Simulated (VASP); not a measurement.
The system is Sr.

```
Sr
1.0
     0.00000    3.06250    3.06250
     3.06250    0.00000    3.06250
     3.06250    3.06250    0.00000
Sr
1
Cartesian
  0.0000 0.0000 0.0000
```

Base run:

```yaml
Program: VASP 6.6.1
Functional: PBEsol
Potentials_or_basis: VASP PAW PBE potentials, release 64 (Sr_sv)
Cutoff: 520 eV
k_mesh: 8 × 8 × 8
Occupations: fermi-dirac, width 0.05 eV
Spin: no spin polarisation
```

Its results: band gap on the k mesh zero (band 5 reaches 1.45 eV, above the bottom of band 6 at 1.36 eV); pressure -1.1 GPa.

Q: The run is repeated on the same cell with these changes: functional from PBEsol to HSE06; k mesh from 8 × 8 × 8 to 4 × 4 × 4. What comes out?

A: Band gap on the k mesh zero (band 5 reaches 1.65 eV, above the bottom of band 6 at 1.32 eV); pressure 0.1 GPa.

Several settings changed at once, so the effect can't be laid on one alone.

Caveats: some runs use coarse meshes; the PAW data sets were made with another functional, which shifts forces and pressure a little.
